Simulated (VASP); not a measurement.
# LiGeH3 (Pm-3m) in VASP: further runs

Runs on LiGeH3. Level: PBE. Tasks: single point, relaxation of cell and atoms.

Program: VASP 6.6.1. These are calculated values, not measurements. Logs are shortened: lines on timing, memory, paths and dates and some standing lists are left out, and cuts for length are marked.

### Step 1. The cell of the first run

Symmetry: Pm-3m, No. 221, cubic system. Conventional cell: a = 3.835 Å, b = 3.835 Å, c = 3.835 Å, α = 90.00°, β = 90.00°, γ = 90.00°. Li (site symmetry m-3m) has 12 H at 2.71 Å and 8 Ge at 3.32 Å within 3.6 Å. Within 2.5 Å of Ge (site symmetry m-3m) lie 6 H at 1.92 Å. H (site symmetry 4/mmm) has 2 Ge at 1.92 Å within 2.5 Å.

### Step 2. Single point, PBE

File INCAR:

```
SYSTEM = LiGeH3
  ALGO = Normal
  EDIFF = 1E-7
  ENCUT = 520
  GGA = PE
  ISIF = 2
  ISMEAR = 0
  LASPH = .True.
  LCHARG = .False.
  LREAL = .False.
  LWAVE = .False.
  NBANDS = 18
  NELM = 80
  PREC = Accurate
  SIGMA = 0.1
```

File KPOINTS:

```
k-points
0
Gamma
  10 10 10
  0 0 0
```

File POSCAR:

```
LiGeH3
1.0
    3.8351808564      0.0000000000      0.0000000000
    0.0000000000      3.8351808564      0.0000000000
    0.0000000000      0.0000000000      3.8351808564
Li Ge H
1 1 3
Direct
    0.0000000000      0.0000000000      0.0000000000
    0.5000000000      0.5000000000      0.5000000000
    0.0000000000      0.5000000000      0.5000000000
    0.5000000000      0.5000000000      0.0000000000
    0.5000000000      0.0000000000      0.5000000000
```

Potentials or basis: VASP PAW PBE potentials, release 64 (Li_sv, Ge_d, H).

Run with:

```console
$ cat potpaw_PBE.64/Li_sv/POTCAR potpaw_PBE.64/Ge_d/POTCAR potpaw_PBE.64/H/POTCAR > POTCAR
$ mpirun -np 1 vasp_std > vasp.out
```

OUTCAR:

```text
SYSTEM = LiGeH3
   EDIFF = 1E-7
   ENCUT = 520
   GGA = PE
   ISIF = 2
   ISMEAR = 0
   LASPH = .True.
   LREAL = .False.
   NELM = 80
   PREC = Accurate

 ion  position               nearest neighbor table
   1  0.000  0.000  0.000-
   2  0.500  0.500  0.500-
   3  0.000  0.500  0.500-
   4  0.500  0.500  0.000-
   5  0.500  0.000  0.500-

  LATTYP: Found a simple cubic cell.
 ALAT       =     3.8351808564

  Lattice vectors:

 A1 = (   3.8351808564,   0.0000000000,   0.0000000000)
 A2 = (   0.0000000000,   3.8351808564,   0.0000000000)
 A3 = (   0.0000000000,   0.0000000000,   3.8351808564)

Analysis of symmetry for initial positions (statically):
=====================================================================
 Subroutine PRICEL returns:
 Original cell was already a primitive cell.

 Routine SETGRP: Setting up the symmetry group for a
 simple cubic supercell.

 Subroutine GETGRP returns: Found 48 space group operations
 (whereof 48 operations were pure point group operations)
 out of a pool of 48 trial point group operations.

The static configuration has the point symmetry O_h .

Analysis of symmetry for dynamics (positions and initial velocities):
=====================================================================
 Subroutine PRICEL returns:
 Original cell was already a primitive cell.

 Routine SETGRP: Setting up the symmetry group for a
 simple cubic supercell.

 Subroutine GETGRP returns: Found 48 space group operations
 (whereof 48 operations were pure point group operations)
 out of a pool of 48 trial point group operations.

The dynamic configuration has the point symmetry O_h .

 Subroutine INISYM returns: Found 48 space group operations
 (whereof 48 operations are pure point group operations),
 and found     1 'primitive' translations

----------------------------------------------------------------------------------------

                                     Primitive cell

  volume of cell :      56.4102

  direct lattice vectors                    reciprocal lattice vectors
     3.835180856  0.000000000  0.000000000     0.260743896  0.000000000  0.000000000
     0.000000000  3.835180856  0.000000000     0.000000000  0.260743896  0.000000000
     0.000000000  0.000000000  3.835180856     0.000000000  0.000000000  0.260743896

  length of vectors
     3.835180856  3.835180856  3.835180856     0.260743896  0.260743896  0.260743896

  position of ions in fractional coordinates (direct lattice)
     0.000000000  0.000000000  0.000000000
     0.500000000  0.500000000  0.500000000
     0.000000000  0.500000000  0.500000000
     0.500000000  0.500000000  0.000000000
     0.500000000  0.000000000  0.500000000

  ion indices of the primitive-cell ions
   primitive index   ion index
                 1           1
                 2           2
                 3           3
                 4           4
                 5           5

----------------------------------------------------------------------------------------

 KPOINTS: k-points

Automatic generation of k-mesh.
 Grid dimensions read from file:
 generate k-points for:   10   10   10

 Generating k-lattice:

  Cartesian coordinates                     Fractional coordinates (reciprocal lattice)
     0.026074390  0.000000000  0.000000000     0.100000000  0.000000000  0.000000000
     0.000000000  0.026074390  0.000000000     0.000000000  0.100000000  0.000000000
     0.000000000  0.000000000  0.026074390     0.000000000  0.000000000  0.100000000

  Length of vectors
     0.026074390  0.026074390  0.026074390

  Shift w.r.t. Gamma in fractional coordinates (k-lattice)
     0.000000000  0.000000000  0.000000000

 Subroutine IBZKPT returns following result:
 ===========================================

 Found     56 irreducible k-points:

 Following reciprocal coordinates:
            Coordinates               Weight
  0.000000  0.000000  0.000000      1.000000
  0.100000  0.000000  0.000000      6.000000
  0.200000  0.000000  0.000000      6.000000
  0.300000  0.000000  0.000000      6.000000
  0.400000  0.000000  0.000000      6.000000
  0.500000  0.000000  0.000000      3.000000
[... 16 lines left out ...]
  0.200000  0.100000  0.100000     24.000000
  0.300000  0.100000  0.100000     24.000000
 [... further k-points ...]
   k-points           NKPTS =     56   k-points in BZ     NKDIM =     56   number of bands    NBANDS=     18
   number of dos      NEDOS =    301   number of ions     NIONS =      5
   total plane-waves  NPLWV =  27000
   dimension x,y,z NGX =    30 NGY =   30 NGZ =   30
   dimension x,y,z NGXF=    60 NGYF=   60 NGZF=   60
   ions per type =               1   1   3
   NGX,Y,Z   is equivalent  to a cutoff of  13.00, 13.00, 13.00 a.u.
   NGXF,Y,Z  is equivalent  to a cutoff of  26.01, 26.01, 26.01 a.u.
 SYSTEM =  LiGeH3
   PREC   = accura    normal or accurate (medium, high low for compatibility)
   ISTART =      0    job   : 0-new  1-cont  2-samecut
   ICHARG =      2    charge: 1-file 2-atom 10-const
   ISPIN  =      1    spin polarized calculation?
   LNONCOLLINEAR =      F non collinear calculations
   LSORBIT =      F    spin-orbit coupling
   LASPH  =      T    aspherical Exc in radial PAW
   ENCUT  =  520.0 eV  38.22 Ry    6.18 a.u.   7.13  7.13  7.13*2*pi/ulx,y,z
   NELM   =     80;   NELMIN=  2; NELMDL= -5     # of ELM steps
   EDIFF  = 0.1E-06   stopping-criterion for ELM
   LREAL  =      F    real-space projection
   EDIFFG = 0.1E-05   stopping-criterion for IOM
   NSW    =      0    number of steps for IOM
   IBRION =     -1    ionic relax: 0-MD 1-quasi-New 2-CG
   NFREE  =      0    steps in history (QN), initial steepest desc. (CG)
   ISIF   =      2    stress and relaxation
   ISYM   =      2    0-nonsym 1-usesym 2-fastsym
   POTIM  = 0.5000    time-step for ionic-motion
   TEBEG  =    0.0;   TEEND  =   0.0 temperature during run
   PSTRESS=    0.0 pullay stress
   NELECT =      20.0000    total number of electrons
   NUPDOWN=      -1.0000    fix difference up-down
   EMIN   =  10.00;   EMAX   =-10.00  energy-range for DOS
   EFERMI =   0.00;   METHOD = LEGACY
   ISMEAR =     0;   SIGMA  =   0.10  broadening in eV -4-tet -1-fermi 0-gaus
   EFERMI_NEDOS =   21; number of points for ismear=-14 and -15
   IALGO  =     38    algorithm
   IMIX   =      4    mixing-type and parameters
     AMIX     =   0.40;   BMIX     =  1.00
     AMIX_MAG =   1.60;   BMIX_MAG =  1.00
  volume/ion in A,a.u.               =      11.28        76.13
  Fermi-wavevector in a.u.,A,eV,Ry     =   1.158686  2.189598 18.266536  1.342553
  Thomas-Fermi vector in A             =   2.295286
   LORBIT       =      0    0 simple, 1 ext, 2 COOP (PROOUT), +10 PAW based schemes
   GGA     = PE    functional components
   LHFCALC =     F    Hartree Fock is set to
   AEXX    =    0.0000 exact exchange contribution
   IVDW    =     0    specifies the selected vdW correction
   LEPSILON=     F    determine dielectric tensor
   LRPA    =     F    only Hartree local field effects (RPA)
 non-spin polarized calculation
 Gauss-broadening in eV      SIGMA  =   0.10
  energy-cutoff  :      520.00
  volume of cell :       56.41
 maximum number of plane-waves:      1568
 NGX is ok and might be reduce to    30
   NGX = 15   NGY = 15   NGZ = 15

 number of electron      19.9999999 magnetization

 Free energy of the ion-electron system (eV)
  ---------------------------------------------------
  ext. energy  EPLUGINS =         0.00000000
  ---------------------------------------------------
  free energy    TOTEN  =       -15.37460653 eV

  energy without entropy =      -15.37032098  energy(sigma->0) =      -15.37246375

 E-fermi :   3.2556     XC(G=0):  -8.5501

 val. band max:        3.2467335180   @ k =   0.5000   0.1000   0.0000
 cond. band min:       3.2564751629   @ k =   0.4000   0.4000   0.0000
 fundamental gap:      0.0097416449
 Fermi energy:         3.2555651473

 k-point     1 :       0.0000    0.0000    0.0000
  band No.  band energies     occupation
      1     -45.6703      2.00000
      2     -21.6210      2.00000
      3     -21.6210      2.00000
      4     -21.5839      2.00000
      5     -21.5839      2.00000
      6     -21.5839      2.00000
[... 10 lines left out ...]
     17      11.4469      0.00000
     18      14.1215      0.00000

 k-point     2 :       0.1000    0.0000    0.0000
  band No.  band energies     occupation
      1     -45.6703      2.00000
      2     -21.6210      2.00000
      3     -21.6192      2.00000
      4     -21.5842      2.00000
      5     -21.5842      2.00000
      6     -21.5839      2.00000
[... 10 lines left out ...]
     17      11.9609      0.00000
     18      13.2302      0.00000

 k-point     3 :       0.2000    0.0000    0.0000
  band No.  band energies     occupation
      1     -45.6702      2.00000
      2     -21.6209      2.00000
      3     -21.6144      2.00000
      4     -21.5848      2.00000
      5     -21.5848      2.00000
      6     -21.5839      2.00000
[... 10 lines left out ...]
     17      12.0123      0.00000
     18      12.1591      0.00000

 k-point     4 :       0.3000    0.0000    0.0000
  band No.  band energies     occupation
      1     -45.6701      2.00000
      2     -21.6208      2.00000
      3     -21.6085      2.00000
      4     -21.5856      2.00000
      5     -21.5856      2.00000
      6     -21.5838      2.00000
[... 10 lines left out ...]
     17      11.0428      0.00000
     18      12.3552      0.00000

 k-point     5 :       0.4000    0.0000    0.0000
  band No.  band energies     occupation
      1     -45.6700      2.00000
      2     -21.6207      2.00000
      3     -21.6037      2.00000
      4     -21.5863      2.00000
      5     -21.5863      2.00000
      6     -21.5838      2.00000
[... 10 lines left out ...]
     17      10.4255      0.00000
     18      12.9334      0.00000

 k-point     6 :       0.5000    0.0000    0.0000
  band No.  band energies     occupation
      1     -45.6700      2.00000
      2     -21.6207      2.00000
      3     -21.6019      2.00000
      4     -21.5865      2.00000
      5     -21.5865      2.00000
      6     -21.5837      2.00000
[... 10 lines left out ...]
     17      10.4468      0.00000
     18      13.4814      0.00000

 k-point     7 :       0.1000    0.1000    0.0000
  band No.  band energies     occupation
      1     -45.6702      2.00000
      2     -21.6201      2.00000
      3     -21.6183      2.00000
      4     -21.5844      2.00000
      5     -21.5842      2.00000
      6     -21.5842      2.00000
[... 10 lines left out ...]
     17      11.7608      0.00000
     18      13.4140      0.00000

 k-point     8 :       0.2000    0.1000    0.0000
  band No.  band energies     occupation
      1     -45.6701      2.00000
      2     -21.6196      2.00000
      3     -21.6138      2.00000
      4     -21.5851      2.00000
      5     -21.5848      2.00000
      6     -21.5841      2.00000
[... 10 lines left out ...]
     17      11.5347      0.00000
     18      12.8005      0.00000
[... 229 lines left out ...]
     17      12.2319      0.00000
     18      12.3603      0.00000

 k-point    20 :       0.5000    0.4000    0.0000
  band No.  band energies     occupation
      1     -45.6697      2.00000
      2     -21.6117      2.00000
      3     -21.5931      2.00000
      4     -21.5892      2.00000
      5     -21.5863      2.00000
      6     -21.5861      2.00000
[... 10 lines left out ...]
     17      11.6743      0.00000
     18      12.4345      0.00000

 k-point    21 :       0.5000    0.5000    0.0000
  band No.  band energies     occupation
      1     -45.6697      2.00000
      2     -21.6112      2.00000
      3     -21.5917      2.00000
      4     -21.5895      2.00000
      5     -21.5863      2.00000
      6     -21.5863      2.00000
[... 10 lines left out ...]
     17      10.9302      0.00000
     18      13.6523      0.00000

 k-point    22 :       0.1000    0.1000    0.1000
  band No.  band energies     occupation
      1     -45.6702      2.00000
      2     -21.6182      2.00000
      3     -21.6182      2.00000
      4     -21.5844      2.00000
      5     -21.5844      2.00000
      6     -21.5844      2.00000
[... 10 lines left out ...]
     17      12.0684      0.00000
     18      13.5688      0.00000

 k-point    23 :       0.2000    0.1000    0.1000
  band No.  band energies     occupation
      1     -45.6701      2.00000
      2     -21.6181      2.00000
      3     -21.6134      2.00000
      4     -21.5851      2.00000
      5     -21.5851      2.00000
      6     -21.5844      2.00000
[... 10 lines left out ...]
     17      11.6192      0.00000
     18      13.0786      0.00000

 k-point    24 :       0.3000    0.1000    0.1000
  band No.  band energies     occupation
      1     -45.6700      2.00000
      2     -21.6180      2.00000
      3     -21.6075      2.00000
      4     -21.5859      2.00000
      5     -21.5859      2.00000
      6     -21.5843      2.00000
[... 10 lines left out ...]
     17      11.3089      0.00000
     18      12.3824      0.00000

 [... further k-points ...]
[... 5 lines left out ...]
  --------------------------------------------------------------------------------------
  -------------------------------------------------------------------------------------
  Total       -0.0398692     -0.0398692     -0.0398692     -0.0000000      0.0000000     -0.0000000
  in kB       -1.1323754     -1.1323754     -1.1323754     -0.0000000      0.0000000     -0.0000000
  external PRESSURE =      -1.1323754 kB  Pullay stress =       0.0000000 kB

 VOLUME and BASIS-vectors are now :
 -----------------------------------------------------------------------------
  energy-cutoff  :      520.00
  volume of cell :       56.41
      direct lattice vectors                 reciprocal lattice vectors
     3.835180856  0.000000000  0.000000000     0.260743896  0.000000000  0.000000000
     0.000000000  3.835180856  0.000000000     0.000000000  0.260743896  0.000000000
     0.000000000  0.000000000  3.835180856     0.000000000  0.000000000  0.260743896

 POSITION                                       TOTAL-FORCE (eV/Angst)
 -----------------------------------------------------------------------------------
      0.00000      0.00000      0.00000         0.000000      0.000000      0.000000
      1.91759      1.91759      1.91759         0.000000      0.000000      0.000000
      0.00000      1.91759      1.91759         0.000000      0.000000      0.000000
      1.91759      1.91759      0.00000         0.000000      0.000000      0.000000
      1.91759      0.00000      1.91759         0.000000      0.000000      0.000000
 -----------------------------------------------------------------------------------
    total drift:                                0.000000      0.000000      0.000000

  FREE ENERGIE OF THE ION-ELECTRON SYSTEM (eV)
  ---------------------------------------------------
  free  energy   TOTEN  =       -15.3746065293 eV

  energy  without entropy=      -15.3703209762  energy(sigma->0) =      -15.37246375
```

It took 76 s on 1 thread of AMD EPYC 7R13, shared host; peak memory 0.18 GiB.

What came out:

```yaml
Free_energy: -15.3746 eV
Band_gap_on_the_k_mesh: zero (band 10 reaches 3.91 eV, above the bottom of band 11 at 2.89 eV)
```

Levels at points of the mesh, in eV from the Fermi level:
```tsv
k point	band 6	band 7	band 8	band 9	band 10	band 11	band 12	band 13	band 14	band 15
(0.00, 0.00, 0.00)	-24.84	-11.89	-2.81	-2.81	-0.37	-0.37	-0.37	1.58	7.93	7.93
(0.50, 0.00, 0.00)	-24.84	-10.80	-7.14	-2.49	0.65	0.65	1.28	3.45	4.78	4.78
(0.50, 0.50, 0.00)	-24.84	-9.45	-6.67	-6.67	0.18	0.33	1.39	4.41	4.41	6.85
(0.50, 0.50, 0.50)	-24.84	-7.64	-6.10	-6.10	-6.10	0.76	0.76	0.76	4.59	10.41
```

Caveat: the cutoff is under 1.25 times the usual one of these potentials, so pressure, stress and relaxed cells hold a basis-set (Pulay) error.

(Part 1 of 2 ends here.)
